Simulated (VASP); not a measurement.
# CaO (Cmcm) in VASP: further runs

Runs on CaO. Level: PBEsol. Tasks: single point.

Everything below comes from runs of VASP 6.6.1. Logs are shortened: lines on timing, memory, paths and dates and some standing lists are left out, and cuts for length are marked.

### Step 1. The cell of the first run

Symmetry: Cmcm, No. 63, orthorhombic system. Conventional cell: a = 4.032 Å, b = 6.845 Å, c = 4.785 Å, α = 90.00°, β = 90.00°, γ = 90.00°. Ca (site symmetry m2m) has 5 O at 2.28 to 2.39 Å within 3.0 Å. Within 3.0 Å of O (site symmetry m2m) lie 5 Ca at 2.28 to 2.39 Å.

### Step 2. Single point, PBEsol (strain +0.0100 x Voigt [1, -1, 0, 0, 0, 0])

Input file INCAR:

```
  PREC = Accurate
  ENCUT = 520
  EDIFF = 1E-6
  ISMEAR = 0
  SIGMA = 0.05
  LREAL = F
  LASPH = T
  NELM = 60
  ALGO = Normal
  ISIF = 2
  LWAVE = F
  LCHARG = T
  GGA = PS
  LELF = T
  LVHAR = T
  NBANDS = 24
```

Input file KPOINTS:

```
regular mesh
0
Gamma
  9 9 6
```

Input file POSCAR:

```
CaO
1.0
    4.0318955827      0.0000000000      0.0000000000
   -2.0159477913      3.4225809506      0.0000000000
    0.0000000000      0.0000000000      4.7848400100
Ca O
2 2
Direct
    0.3333333333      0.6666666667      0.7500000000
    0.6666666667      0.3333333333      0.2500000000
    0.3333333333      0.6666666667      0.2500000000
    0.6666666667      0.3333333333      0.7500000000
```

Potentials or basis: VASP PAW PBE potentials, release 64 (Ca_sv, O).

Run with:

```sh
> cat potpaw_PBE.64/Ca_sv/POTCAR potpaw_PBE.64/O/POTCAR > POTCAR
> mpirun -np 1 vasp_std > vasp.out
```

OUTCAR:

```text
PREC = Accurate
   ENCUT = 520
   EDIFF = 1E-6
   ISMEAR = 0
   LREAL = F
   LASPH = T
   NELM = 60
   ISIF = 2
   GGA = PS

 ion  position               nearest neighbor table
   1  0.333  0.667  0.750-   4 2.28   4 2.32   4 2.32   3 2.39   3 2.39
   2  0.667  0.333  0.250-   3 2.28   3 2.32   3 2.32   4 2.39   4 2.39
   3  0.333  0.667  0.250-   2 2.28   2 2.32   2 2.32   1 2.39   1 2.39
   4  0.667  0.333  0.750-   1 2.28   1 2.32   1 2.32   2 2.39   2 2.39

  Warning from LATTYP: Monoclinic adjustment (A1->A3, A2->A1, A3->A2)!
  LATTYP: Found a base centered orthorhombic cell.
 ALAT       =     4.0318955827
 B/A-ratio  =     1.6977527718
 C/A-ratio  =     1.1867470057

  Lattice vectors:

 A1 = (   2.0159477913,  -3.4225809506,   0.0000000000)
 A2 = (   2.0159477914,   3.4225809506,   0.0000000000)
 A3 = (   0.0000000000,   0.0000000000,   4.7848400100)

Analysis of symmetry for initial positions (statically):
=====================================================================
 Subroutine PRICEL returns:
 Original cell was already a primitive cell.

 Routine SETGRP: Setting up the symmetry group for a
 base centered orthorhombic supercell.

 Subroutine GETGRP returns: Found  8 space group operations
 (whereof  4 operations were pure point group operations)
 out of a pool of  8 trial point group operations.

The static configuration has the point symmetry C_2h.
 The point group associated with its full space group is D_2h.

Analysis of symmetry for dynamics (positions and initial velocities):
=====================================================================
 Subroutine PRICEL returns:
 Original cell was already a primitive cell.

 Routine SETGRP: Setting up the symmetry group for a
 base centered orthorhombic supercell.

 Subroutine GETGRP returns: Found  8 space group operations
 (whereof  4 operations were pure point group operations)
 out of a pool of  8 trial point group operations.

The dynamic configuration has the point symmetry C_2h.
 The point group associated with its full space group is D_2h.

 Subroutine INISYM returns: Found  8 space group operations
 (whereof  4 operations are pure point group operations),
 and found     1 'primitive' translations

----------------------------------------------------------------------------------------

                                     Primitive cell

  volume of cell :      66.0283

  direct lattice vectors                    reciprocal lattice vectors
     4.031895583  0.000000000  0.000000000     0.248022296  0.146088583  0.000000000
    -2.015947791  3.422580951  0.000000000     0.000000000  0.292177165  0.000000000
     0.000000000  0.000000000  4.784840010     0.000000000  0.000000000  0.208993404

  length of vectors
     4.031895583  3.972166394  4.784840010     0.287848803  0.292177165  0.208993404

  position of ions in fractional coordinates (direct lattice)
     0.333333333  0.666666667  0.750000000
     0.666666667  0.333333333  0.250000000
     0.333333333  0.666666667  0.250000000
     0.666666667  0.333333333  0.750000000

  ion indices of the primitive-cell ions
   primitive index   ion index
                 1           1
                 2           2
                 3           3
                 4           4

----------------------------------------------------------------------------------------

 KPOINTS: regular mesh

Automatic generation of k-mesh.
 Grid dimensions read from file:
 generate k-points for:    9    9    6

 Generating k-lattice:

  Cartesian coordinates                     Fractional coordinates (reciprocal lattice)
     0.027558033  0.016232065  0.000000000     0.111111111  0.000000000  0.000000000
     0.000000000  0.032464129  0.000000000     0.000000000  0.111111111  0.000000000
     0.000000000  0.000000000  0.034832234     0.000000000  0.000000000  0.166666667

  Length of vectors
     0.031983200  0.032464129  0.034832234

  Shift w.r.t. Gamma in fractional coordinates (k-lattice)
     0.000000000  0.000000000  0.000000000

 Subroutine IBZKPT returns following result:
 ===========================================

 Found    100 irreducible k-points:

 Following reciprocal coordinates:
            Coordinates               Weight
  0.000000  0.000000  0.000000      1.000000
  0.111111  0.000000  0.000000      4.000000
  0.222222 -0.000000  0.000000      4.000000
  0.333333  0.000000  0.000000      4.000000
  0.444444 -0.000000  0.000000      4.000000
  0.000000  0.111111  0.000000      2.000000
[... 16 lines left out ...]
  0.333333  0.333333  0.000000      2.000000
  0.000000  0.444444  0.000000      2.000000
 [... further k-points ...]
   k-points           NKPTS =    100   k-points in BZ     NKDIM =    100   number of bands    NBANDS=     24
   number of dos      NEDOS =    301   number of ions     NIONS =      4
   total plane-waves  NPLWV =  32400
   dimension x,y,z NGX =    30 NGY =   30 NGZ =   36
   dimension x,y,z NGXF=    60 NGYF=   60 NGZF=   72
   ions per type =               2   2
   NGX,Y,Z   is equivalent  to a cutoff of  12.37, 12.56, 12.51 a.u.
   NGXF,Y,Z  is equivalent  to a cutoff of  24.74, 25.11, 25.02 a.u.
 SYSTEM =  unknown system
   PREC   = accura    normal or accurate (medium, high low for compatibility)
   ISTART =      0    job   : 0-new  1-cont  2-samecut
   ICHARG =      2    charge: 1-file 2-atom 10-const
   ISPIN  =      1    spin polarized calculation?
   LNONCOLLINEAR =      F non collinear calculations
   LSORBIT =      F    spin-orbit coupling
   LASPH  =      T    aspherical Exc in radial PAW
   ENCUT  =  520.0 eV  38.22 Ry    6.18 a.u.   7.50  7.39  8.90*2*pi/ulx,y,z
   NELM   =     60;   NELMIN=  2; NELMDL= -5     # of ELM steps
   EDIFF  = 0.1E-05   stopping-criterion for ELM
   LREAL  =      F    real-space projection
   EDIFFG = 0.1E-04   stopping-criterion for IOM
   NSW    =      0    number of steps for IOM
   IBRION =     -1    ionic relax: 0-MD 1-quasi-New 2-CG
   NFREE  =      0    steps in history (QN), initial steepest desc. (CG)
   ISIF   =      2    stress and relaxation
   ISYM   =      2    0-nonsym 1-usesym 2-fastsym
   POTIM  = 0.5000    time-step for ionic-motion
   TEBEG  =    0.0;   TEEND  =   0.0 temperature during run
   PSTRESS=    0.0 pullay stress
   NELECT =      32.0000    total number of electrons
   NUPDOWN=      -1.0000    fix difference up-down
   EMIN   =  10.00;   EMAX   =-10.00  energy-range for DOS
   EFERMI =   0.00;   METHOD = LEGACY
   ISMEAR =     0;   SIGMA  =   0.05  broadening in eV -4-tet -1-fermi 0-gaus
   EFERMI_NEDOS =   21; number of points for ismear=-14 and -15
   IALGO  =     38    algorithm
   IMIX   =      4    mixing-type and parameters
     AMIX     =   0.40;   BMIX     =  1.00
     AMIX_MAG =   1.60;   BMIX_MAG =  1.00
  volume/ion in A,a.u.               =      16.51       111.40
  Fermi-wavevector in a.u.,A,eV,Ry     =   1.285922  2.430041 22.498537  1.653596
  Thomas-Fermi vector in A             =   2.418028
   LORBIT       =      0    0 simple, 1 ext, 2 COOP (PROOUT), +10 PAW based schemes
   GGA     = PS    functional components
   LHFCALC =     F    Hartree Fock is set to
   AEXX    =    0.0000 exact exchange contribution
   IVDW    =     0    specifies the selected vdW correction
   LEPSILON=     F    determine dielectric tensor
   LRPA    =     F    only Hartree local field effects (RPA)
 non-spin polarized calculation
 Gauss-broadening in eV      SIGMA  =   0.05
  energy-cutoff  :      520.00
  volume of cell :       66.03
 maximum number of plane-waves:      1807
 NGX is ok and might be reduce to    30
   NGX = 15   NGY = 15   NGZ = 17

 number of electron      31.9999991 magnetization

 Free energy of the ion-electron system (eV)
  ---------------------------------------------------
  ext. energy  EPLUGINS =         0.00000000
  ---------------------------------------------------
  free energy    TOTEN  =       -26.45221337 eV

  energy without entropy =      -26.45221337  energy(sigma->0) =      -26.45221337

 E-fermi :   1.5088     XC(G=0):  -9.6429

 val. band max:        1.1940698505   @ k =   0.0000   0.0000   0.0000
 cond. band min:       4.2273033577   @ k =   0.0000   0.0000   0.0000
 fundamental gap:      3.0332335073
 Fermi energy:         1.5087983248

 k-point     1 :       0.0000    0.0000    0.0000
  band No.  band energies     occupation
      1     -36.2227      2.00000
      2     -36.0873      2.00000
      3     -17.6578      2.00000
      4     -17.4104      2.00000
      5     -17.4038      2.00000
      6     -17.2050      2.00000
[... 16 lines left out ...]
     23       9.6402      0.00000
     24       9.6599      0.00000

 k-point     2 :       0.1111    0.0000    0.0000
  band No.  band energies     occupation
      1     -36.2177      2.00000
      2     -36.0893      2.00000
      3     -17.6409      2.00000
      4     -17.4600      2.00000
      5     -17.4196      2.00000
      6     -17.2710      2.00000
[... 16 lines left out ...]
     23       9.3100      0.00000
     24       9.7291      0.00000

 k-point     3 :       0.2222   -0.0000    0.0000
  band No.  band energies     occupation
      1     -36.2038      2.00000
      2     -36.0955      2.00000
      3     -17.5935      2.00000
      4     -17.5899      2.00000
      5     -17.4527      2.00000
      6     -17.4185      2.00000
[... 16 lines left out ...]
     23       9.4614      0.00000
     24       9.4977      0.00000

 k-point     4 :       0.3333    0.0000    0.0000
  band No.  band energies     occupation
      1     -36.1849      2.00000
      2     -36.1056      2.00000
      3     -17.7279      2.00000
      4     -17.5850      2.00000
      5     -17.5264      2.00000
      6     -17.4687      2.00000
[... 16 lines left out ...]
     23       9.4045      0.00000
     24       9.5579      0.00000

 k-point     5 :       0.4444   -0.0000    0.0000
  band No.  band energies     occupation
      1     -36.1686      2.00000
      2     -36.1162      2.00000
      3     -17.8134      2.00000
      4     -17.6762      2.00000
      5     -17.4864      2.00000
      6     -17.4649      2.00000
[... 451 lines left out ...]
 k-point    22 :       0.2222    0.3333    0.0000
  band No.  band energies     occupation
      1     -36.1541      2.00000
      2     -36.1266      2.00000
      3     -17.7995      2.00000
      4     -17.7260      2.00000
      5     -17.5455      2.00000
      6     -17.4095      2.00000
[... 16 lines left out ...]
     23       9.4421      0.00000
     24       9.7204      0.00000

 k-point    23 :       0.3333    0.3333    0.0000
  band No.  band energies     occupation
      1     -36.1420      2.00000
      2     -36.1379      2.00000
      3     -17.7706      2.00000
      4     -17.7607      2.00000
      5     -17.5757      2.00000
      6     -17.3572      2.00000
[... 16 lines left out ...]
     23       9.4573      0.00000
     24       9.8150      0.00000

 k-point    24 :       0.0000    0.4444    0.0000
  band No.  band energies     occupation
      1     -36.1641      2.00000
      2     -36.1185      2.00000
      3     -17.8342      2.00000
      4     -17.6834      2.00000
      5     -17.4929      2.00000
      6     -17.4496      2.00000
[... 16 lines left out ...]
     23       9.6385      0.00000
     24       9.7603      0.00000

 [... further k-points ...]
[... 5 lines left out ...]
  --------------------------------------------------------------------------------------
  -------------------------------------------------------------------------------------
  Total       -1.0624006     -0.3995398     -0.8297921     -0.0000000      0.0000000      0.0000000
  in kB      -25.7791412     -9.6948293    -20.1348986     -0.0000000      0.0000000      0.0000000
  external PRESSURE =     -18.5362897 kB  Pullay stress =       0.0000000 kB

 VOLUME and BASIS-vectors are now :
 -----------------------------------------------------------------------------
  energy-cutoff  :      520.00
  volume of cell :       66.03
      direct lattice vectors                 reciprocal lattice vectors
     4.031895583  0.000000000  0.000000000     0.248022296  0.146088583  0.000000000
    -2.015947791  3.422580951  0.000000000     0.000000000  0.292177165  0.000000000
     0.000000000  0.000000000  4.784840010     0.000000000  0.000000000  0.208993404

 POSITION                                       TOTAL-FORCE (eV/Angst)
 -----------------------------------------------------------------------------------
     -0.00000      2.28172      3.58863        -0.000000     -0.122422      0.000000
      2.01595      1.14086      1.19621         0.000000      0.122422      0.000000
     -0.00000      2.28172      1.19621        -0.000000     -0.092126     -0.000000
      2.01595      1.14086      3.58863         0.000000      0.092126      0.000000
 -----------------------------------------------------------------------------------
    total drift:                                0.000000     -0.000000      0.000000

  FREE ENERGIE OF THE ION-ELECTRON SYSTEM (eV)
  ---------------------------------------------------
  free  energy   TOTEN  =       -26.4522133651 eV

  energy  without entropy=      -26.4522133651  energy(sigma->0) =      -26.45221337
```

Wall time 3.9 min (1 thread of Oxide Virtual Turin-like, shared host); peak memory 0.23 GiB.

What came out:

```
Free energy            : -26.4522 eV
Pressure               : -1.9 GPa
Largest force          : 0.122 eV/Å
Band gap on the k mesh : 3.03 eV, direct
```

Forces in eV/Å, atoms in the order of the input:
```
Ca   0.000 -0.122  0.000
Ca   0.000  0.122  0.000
O    0.000 -0.092  0.000
O    0.000  0.092  0.000
```

Stress tensor (GPa, compression positive):
```
-2.58  0.00  0.00
 0.00 -0.97  0.00
 0.00  0.00 -2.01
```

Levels at points of the mesh, in eV from the valence-band top:
```
           k point  band 14  band 15  band 16  band 17  band 18  band 19
(0.00, 0.00, 0.00)    -1.15    -1.11     0.00     3.03     6.08     6.10
(0.00, 0.00, 0.50)    -1.32    -1.29    -1.29     4.86     4.86     7.74
```

Caveat: the cell differs from its parent crystal (strain +0.0100 x Voigt [1, -1, 0, 0, 0, 0]); the PAW data sets were made with another functional, which shifts forces and pressure a little.

### Step 3. Single point, PBEsol (strain +0.0175 x Voigt [1, -1, 0, 0, 0, 0])

Input file INCAR:

```
SYSTEM = CaO
PREC = Accurate
ENCUT = 520
EDIFF = 1E-6
ISMEAR = 0
SIGMA = 0.05
LREAL = .FALSE.
LASPH = .TRUE.
NELM = 60
ALGO = Normal
ISIF = 2
LWAVE = .FALSE.
LCHARG = .FALSE.
GGA = PS
NBANDS = 24
```

Input file KPOINTS:

```
Automatic mesh
0
G
  9 9 6
  0 0 0
```

POSCAR: that of step 2 with these lines changed.

```diff
@@ -2,4 +2,4 @@
 1.0
-    4.0318955827      0.0000000000      0.0000000000
-   -2.0159477913      3.4225809506      0.0000000000
+    4.0618354014      0.0000000000      0.0000000000
+   -2.0309177007      3.3966523070      0.0000000000
     0.0000000000      0.0000000000      4.7848400100
```

Potentials or basis: VASP PAW PBE potentials, release 64 (Ca_sv, O).

Run with:

```sh
> cat potpaw_PBE.64/Ca_sv/POTCAR potpaw_PBE.64/O/POTCAR > POTCAR
> mpirun -np 1 vasp_std > vasp.out
```

It took 4.2 min on 1 thread of Oxide Virtual Turin-like, shared host; peak memory 0.23 GiB.

Results (log left out):

- Free energy: -26.4455 eV
- Pressure: -1.8 GPa
- Largest force: 0.220 eV/Å
- Band gap on the k mesh: 3.04 eV, direct

Forces in eV/Å, atoms in the order of the input:
```
Ca   0.000 -0.220  0.000
Ca   0.000  0.220  0.000
O    0.000 -0.166  0.000
O    0.000  0.166  0.000
```

Stress tensor (GPa, compression positive):
```
-3.12  0.00  0.00
 0.00 -0.27  0.00
 0.00  0.00 -2.00
```

Levels at points of the mesh, in eV from the valence-band top:
| k point | band 13 | band 14 | band 15 | band 16 | band 17 | band 18 | band 19 | band 20 |
| --- | --- | --- | --- | --- | --- | --- | --- | --- |
| (0.00, 0.00, 0.00) | -1.18 | -1.13 | -1.11 | 0.00 | 3.04 | 6.07 | 6.11 | 7.68 |
| (0.00, 0.00, 0.50) | -1.33 | -1.33 | -1.27 | -1.27 | 4.86 | 4.86 | 7.73 | 7.73 |

Caveat: the cell differs from its parent crystal (strain +0.0175 x Voigt [1, -1, 0, 0, 0, 0]); the PAW data sets were made with another functional, which shifts forces and pressure a little. A k mesh can miss the band edges.
